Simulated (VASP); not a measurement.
# BaTiO3 (R3m) in VASP: single point with HSE06

Aim: the single point of BaTiO3 with HSE06.

All numbers are computed with VASP 6.6.1; they aren't measurements. Logs are shortened: lines on timing, memory, paths and dates and some standing lists are left out, and cuts for length are marked.

## (1) The cell of the first run

The structure is trigonal, space group R3m (No. 160). Conventional cell: a = 5.655 Å, b = 5.655 Å, c = 6.953 Å, α = 90.00°, β = 90.00°, γ = 120.00°. Within 3.7 Å of Ba (site symmetry 3m) lie 12 O at 2.79 to 2.88 Å and 8 Ti at 3.38 to 3.57 Å. Within 2.5 Å of Ti (site symmetry 3m) lie 6 O at 1.88 to 2.14 Å. Within 2.5 Å of O (site symmetry m) lie 2 Ti at 1.88 to 2.14 Å.

## (2) Single point, HSE06

Contents of POSCAR:

```
BaTiO3
1.0
    2.8276681600      1.6325549700      2.3177316100
   -2.8276681600      1.6325549700      2.3177316100
    0.0000000000     -3.2651099400      2.3177316100
Ba Ti O
1 1 3
Direct
    0.0000000000      0.0000000000      0.0000000000
    0.5140000000      0.5140000000      0.5140000000
    0.4916000000      0.4916000000      0.9815000000
    0.4916000000      0.9815000000      0.4916000000
    0.9815000000      0.4916000000      0.4916000000
```

Contents of INCAR.step1:

```
  ALGO = Normal
  EDIFF = 1E-5
  ENCUT = 520
  GGA = PE
  ISIF = 2
  ISMEAR = -1
  LASPH = T
  LCHARG = F
  LREAL = F
  LWAVE = T
  NBANDS = 28
  NELM = 60
  PREC = Accurate
  SIGMA = 0.05
```

Contents of INCAR.step2:

```
  ALGO = Normal
  EDIFF = 1E-6
  ENCUT = 520
  GGA = PE
  HFSCREEN = 0.2079
  ISIF = 2
  ISMEAR = -1
  ISTART = 1
  LASPH = T
  LCHARG = F
  LHFCALC = T
  LREAL = F
  LWAVE = F
  NBANDS = 28
  NELM = 60
  PREC = Accurate
  PRECFOCK = Fast
  SIGMA = 0.05
```

Contents of KPOINTS:

```
k-points
0
Gamma
  3 3 3
```

Potentials or basis: VASP PAW PBE potentials, release 64 (Ba_sv, Ti_sv, O).

Run with:

```bash
> cat potpaw_PBE.64/Ba_sv/POTCAR potpaw_PBE.64/Ti_sv/POTCAR potpaw_PBE.64/O/POTCAR > POTCAR
> cp INCAR.step1 INCAR
> mpirun -np 1 vasp_std > vasp.out
> cp INCAR.step2 INCAR
> mpirun -np 1 vasp_std > vasp.out
```

OUTCAR:

```text
EDIFF = 1E-6
   ENCUT = 520
   GGA = PE
   HFSCREEN = 0.2079
   ISIF = 2
   ISMEAR = -1
   ISTART = 1
   LASPH = T
   LHFCALC = T
   LREAL = F
   NELM = 60
   PREC = Accurate
   PRECFOCK = Fast

 ion  position               nearest neighbor table
   1  0.000  0.000  0.000-   3 2.79   4 2.79   5 2.79   5 2.83   4 2.83   4 2.83   5 2.83   3 2.83
                             3 2.83   3 2.88   4 2.88   5 2.88   2 3.38   2 3.43   2 3.43   2 3.43
   2  0.514  0.514  0.514-   3 1.88   4 1.88   5 1.88   3 2.14   4 2.14   5 2.14   1 3.38   1 3.43
                             1 3.43   1 3.43   1 3.50   1 3.50   1 3.50   1 3.57
   3  0.492  0.492  0.981-   2 1.88   2 2.14   1 2.79   1 2.83   1 2.83   1 2.88
   4  0.492  0.981  0.492-   2 1.88   2 2.14   1 2.79   1 2.83   1 2.83   1 2.88
   5  0.981  0.492  0.492-   2 1.88   2 2.14   1 2.79   1 2.83   1 2.83   1 2.88

  LATTYP: Found a trigonal (rhomboedric) cell.
 ALAT       =     4.0041007441
 COS(alpha) =     0.0025827219

  Lattice vectors:

 A1 = (   2.8276681600,   1.6325549700,   2.3177316100)
 A2 = (  -2.8276681600,   1.6325549700,   2.3177316100)
 A3 = (   0.0000000000,  -3.2651099400,   2.3177316100)

Analysis of symmetry for initial positions (statically):
=====================================================================
 Subroutine PRICEL returns:
 Original cell was already a primitive cell.

 Routine SETGRP: Setting up the symmetry group for a
 trigonal (rhombohedral) supercell.

 Subroutine GETGRP returns: Found  6 space group operations
 (whereof  6 operations were pure point group operations)
 out of a pool of 12 trial point group operations.

The static configuration has the point symmetry C_3v.

Analysis of symmetry for dynamics (positions and initial velocities):
=====================================================================
 Subroutine PRICEL returns:
 Original cell was already a primitive cell.

 Routine SETGRP: Setting up the symmetry group for a
 trigonal (rhombohedral) supercell.

 Subroutine GETGRP returns: Found  6 space group operations
 (whereof  6 operations were pure point group operations)
 out of a pool of 12 trial point group operations.

The dynamic configuration has the point symmetry C_3v.

 Subroutine INISYM returns: Found  6 space group operations
 (whereof  6 operations are pure point group operations),
 and found     1 'primitive' translations

----------------------------------------------------------------------------------------

                                     Primitive cell

  volume of cell :      64.1964

  direct lattice vectors                    reciprocal lattice vectors
     2.827668160  1.632554970  2.317731610     0.176824143  0.102089467  0.143818780
    -2.827668160  1.632554970  2.317731610    -0.176824143  0.102089467  0.143818780
     0.000000000 -3.265109940  2.317731610     0.000000000 -0.204178934  0.143818780

  length of vectors
     4.004100744  4.004100744  4.004100740     0.249745628  0.249745628  0.249745628

  position of ions in fractional coordinates (direct lattice)
     0.000000000  0.000000000  0.000000000
     0.514000000  0.514000000  0.514000000
     0.491600000  0.491600000  0.981500000
     0.491600000  0.981500000  0.491600000
     0.981500000  0.491600000  0.491600000

  ion indices of the primitive-cell ions
   primitive index   ion index
                 1           1
                 2           2
                 3           3
                 4           4
                 5           5

----------------------------------------------------------------------------------------

 KPOINTS: k-points

Automatic generation of k-mesh.
 Grid dimensions read from file:
 generate k-points for:    3    3    3

 Generating k-lattice:

  Cartesian coordinates                     Fractional coordinates (reciprocal lattice)
     0.058941381  0.034029822  0.047939593     0.333333333  0.000000000  0.000000000
    -0.058941381  0.034029822  0.047939593     0.000000000  0.333333333  0.000000000
     0.000000000 -0.068059645  0.047939593     0.000000000  0.000000000  0.333333333

  Length of vectors
     0.083248543  0.083248543  0.083248543

  Shift w.r.t. Gamma in fractional coordinates (k-lattice)
     0.000000000  0.000000000  0.000000000

 Subroutine IBZKPT returns following result:
 ===========================================

 Found      6 irreducible k-points:

 Following reciprocal coordinates:
            Coordinates               Weight
  0.000000  0.000000  0.000000      1.000000
  0.333333  0.000000 -0.000000      6.000000
  0.333333  0.333333 -0.000000      6.000000
 -0.333333  0.333333  0.000000      6.000000
  0.333333  0.333333  0.333333      2.000000
 -0.333333  0.333333  0.333333      6.000000
   k-points           NKPTS =      6   k-points in BZ     NKDIM =     27   number of bands    NBANDS=     28
   number of dos      NEDOS =    301   number of ions     NIONS =      5
   total plane-waves  NPLWV =  27000
   dimension x,y,z NGX =    30 NGY =   30 NGZ =   30
   dimension x,y,z NGXF=    60 NGYF=   60 NGZF=   60
   ions per type =               1   1   3
   NGX,Y,Z   is equivalent  to a cutoff of  12.46, 12.46, 12.46 a.u.
   NGXF,Y,Z  is equivalent  to a cutoff of  24.91, 24.91, 24.91 a.u.
 SYSTEM =  unknown system
   PREC   = accura    normal or accurate (medium, high low for compatibility)
   ISTART =      1    job   : 0-new  1-cont  2-samecut
   ICHARG =      0    charge: 1-file 2-atom 10-const
   ISPIN  =      1    spin polarized calculation?
   LNONCOLLINEAR =      F non collinear calculations
   LSORBIT =      F    spin-orbit coupling
   LASPH  =      T    aspherical Exc in radial PAW
   ENCUT  =  520.0 eV  38.22 Ry    6.18 a.u.   7.44  7.44  7.44*2*pi/ulx,y,z
   NELM   =     60;   NELMIN=  2; NELMDL=  0     # of ELM steps
   EDIFF  = 0.1E-05   stopping-criterion for ELM
   LREAL  =      F    real-space projection
   EDIFFG = 0.1E-04   stopping-criterion for IOM
   NSW    =      0    number of steps for IOM
   IBRION =     -1    ionic relax: 0-MD 1-quasi-New 2-CG
   NFREE  =      0    steps in history (QN), initial steepest desc. (CG)
   ISIF   =      2    stress and relaxation
   ISYM   =      3    0-nonsym 1-usesym 2-fastsym
   POTIM  = 0.5000    time-step for ionic-motion
   TEBEG  =    0.0;   TEEND  =   0.0 temperature during run
   PSTRESS=    0.0 pullay stress
   NELECT =      40.0000    total number of electrons
   NUPDOWN=      -1.0000    fix difference up-down
   EMIN   =  10.00;   EMAX   =-10.00  energy-range for DOS
   EFERMI =   0.00;   METHOD = LEGACY
   ISMEAR =    -1;   SIGMA  =   0.05  broadening in eV -4-tet -1-fermi 0-gaus
   EFERMI_NEDOS =   21; number of points for ismear=-14 and -15
   IALGO  =     38    algorithm
   IMIX   =      1    mixing-type and parameters
     AMIX     =   0.40;   BMIX     =  1.00
     AMIX_MAG =   1.60;   BMIX_MAG =  1.00
  volume/ion in A,a.u.               =      12.84        86.64
  Fermi-wavevector in a.u.,A,eV,Ry     =   1.398271  2.642349 26.601582  1.955161
  Thomas-Fermi vector in A             =   2.521445
   LORBIT       =      0    0 simple, 1 ext, 2 COOP (PROOUT), +10 PAW based schemes
   GGA     = PE    functional components
   LHFCALC =     T    Hartree Fock is set to
   PRECFOCK=fast      Normal, Fast or Accurate (Low or Medium for compatibility)
   ENCUT4O =  -1.0   cutoff for four orbital integrals eV
   NKREDX  =     1    reduce k-point grid by
   NKREDY  =     1    reduce k-point grid by
   NKREDZ  =     1    reduce k-point grid by
   AEXX    =    0.2500 exact exchange contribution
   HFSCREEN=    0.2079 screening length (either q_TF or 0.3 A-1)
   HFSCREENC=   0.2079 screening length for correlation (either q_TF or 0.3 A-1)
   ENCUTFOCK=  -1.0 apply spherical cutoff to Coloumb kernel
   IVDW    =     0    specifies the selected vdW correction
   LEPSILON=     F    determine dielectric tensor
   LRPA    =     F    only Hartree local field effects (RPA)
 non-spin polarized calculation
  energy-cutoff  :      520.00
  volume of cell :       64.20
 maximum number of plane-waves:      1743
 NGX is ok and might be reduce to    30
  NGX = 16; NGY = 16; NGZ = 16

 number of electron      40.0000004 magnetization

 Free energy of the ion-electron system (eV)
  ---------------------------------------------------
  ext. energy  EPLUGINS =         0.00000000
  ---------------------------------------------------
  free energy    TOTEN  =       -48.41656632 eV

  energy without entropy =      -48.41656632  energy(sigma->0) =      -48.41656632

 E-fermi :   3.7254     XC(G=0):  -9.2351

 val. band max:        2.4233120434   @ k =   0.3333   0.3333   0.3333
 cond. band min:       6.5239110159   @ k =   0.0000   0.0000   0.0000
 fundamental gap:      4.1005989725
 Fermi energy:         3.7254452106

 k-point     1 :       0.0000    0.0000    0.0000
  band No.  band energies     occupation
      1     -57.9303      2.00000
      2     -32.5268      2.00000
      3     -32.5268      2.00000
      4     -32.5210      2.00000
      5     -23.3990      2.00000
      6     -15.7130      2.00000
[... 20 lines left out ...]
     27       9.3419      0.00000
     28      11.7438      0.00000

 k-point     2 :       0.3333    0.0000   -0.0000
  band No.  band energies     occupation
      1     -57.9296      2.00000
      2     -32.5647      2.00000
      3     -32.5243      2.00000
      4     -32.5203      2.00000
      5     -23.2934      2.00000
      6     -15.8566      2.00000
[... 20 lines left out ...]
     27      11.2122      0.00000
     28      12.7661      0.00000

 k-point     3 :       0.3333    0.3333   -0.0000
  band No.  band energies     occupation
      1     -57.9289      2.00000
      2     -32.5631      2.00000
      3     -32.5597      2.00000
      4     -32.5197      2.00000
      5     -23.2175      2.00000
      6     -15.5776      2.00000
[... 20 lines left out ...]
     27      12.9551      0.00000
     28      13.1200      0.00000

 k-point     4 :      -0.3333    0.3333    0.0000
  band No.  band energies     occupation
      1     -57.9289      2.00000
      2     -32.5637      2.00000
      3     -32.5592      2.00000
      4     -32.5197      2.00000
      5     -23.2169      2.00000
      6     -15.5803      2.00000
[... 20 lines left out ...]
     27      12.9184      0.00000
     28      13.2062      0.00000

 k-point     5 :       0.3333    0.3333    0.3333
  band No.  band energies     occupation
      1     -57.9283      2.00000
      2     -32.5602      2.00000
      3     -32.5602      2.00000
      4     -32.5548      2.00000
      5     -23.1548      2.00000
      6     -15.2073      2.00000
[... 20 lines left out ...]
     27      12.4639      0.00000
     28      12.4639      0.00000

 k-point     6 :      -0.3333    0.3333    0.3333
  band No.  band energies     occupation
      1     -57.9283      2.00000
      2     -32.5608      2.00000
      3     -32.5603      2.00000
      4     -32.5543      2.00000
      5     -23.1543      2.00000
      6     -15.2049      2.00000
[... 20 lines left out ...]
     27      12.4490      0.00000
     28      12.4948      0.00000

------------------------ aborting loop because EDIFF is reached ----------------------------------------

  FORCE on cell =-STRESS in cart. coord.  units (eV):
  Direction    XX          YY          ZZ          XY          YZ          ZX
  --------------------------------------------------------------------------------------
  -------------------------------------------------------------------------------------
  Total        0.5827961      0.5827961      0.6112207      0.0000000     -0.0000000      0.0000000
  in kB       14.5450952     14.5450952     15.2545014      0.0000000     -0.0000000      0.0000000
  external PRESSURE =      14.7815639 kB  Pullay stress =       0.0000000 kB

 VOLUME and BASIS-vectors are now :
 -----------------------------------------------------------------------------
  energy-cutoff  :      520.00
  volume of cell :       64.20
      direct lattice vectors                 reciprocal lattice vectors
     2.827668160  1.632554970  2.317731610     0.176824143  0.102089467  0.143818780
    -2.827668160  1.632554970  2.317731610    -0.176824143  0.102089467  0.143818780
     0.000000000 -3.265109940  2.317731610     0.000000000 -0.204178934  0.143818780

 POSITION                                       TOTAL-FORCE (eV/Angst)
 -----------------------------------------------------------------------------------
      0.00000      0.00000      0.00000         0.000000     -0.000000      0.091504
      0.00000      0.00000      3.57394         0.000000      0.000000      0.456225
      0.00000     -1.59958      4.55365         0.000000      0.022391     -0.182576
     -1.38527      0.79979      4.55365         0.019391     -0.011195     -0.182576
      1.38527      0.79979      4.55365        -0.019391     -0.011195     -0.182576
 -----------------------------------------------------------------------------------
    total drift:                                0.000002     -0.000005      0.012756

  FREE ENERGIE OF THE ION-ELECTRON SYSTEM (eV)
  ---------------------------------------------------
  free  energy   TOTEN  =       -48.4165663165 eV

  energy  without entropy=      -48.4165663165  energy(sigma->0) =      -48.41656632
```

Wall time 3.9 min (1 thread of Intel Xeon 6975P-C, shared host); peak memory 0.28 GiB.

Results:

| Item | Value |
| --- | --- |
| Free energy | -48.4166 eV |
| Pressure | 1.5 GPa |
| Largest force | 0.456 eV/Å |
| Band gap on the k mesh | 4.10 eV, indirect (least direct gap 4.18 eV) |

Forces in eV/Å, atoms in the order of the input:
```
Ba   0.000  0.000  0.092
Ti   0.000  0.000  0.456
O    0.000  0.022 -0.183
O    0.019 -0.011 -0.183
O   -0.019 -0.011 -0.183
```

Levels at points of the mesh, in eV from the valence-band top:
```
           k point  band 17  band 18  band 19  band 20  band 21  band 22  band 23  band 24
(0.00, 0.00, 0.00)    -0.84    -0.18    -0.08    -0.08     4.10     4.10     4.22     6.22
```

Caveat: the k points lie up to 0.52 Å⁻¹ apart; the PAW data sets were made with another functional, which shifts forces and pressure a little; spin-orbit coupling is left out, which moves the levels of the heavy elements. A k mesh can miss the band edges.
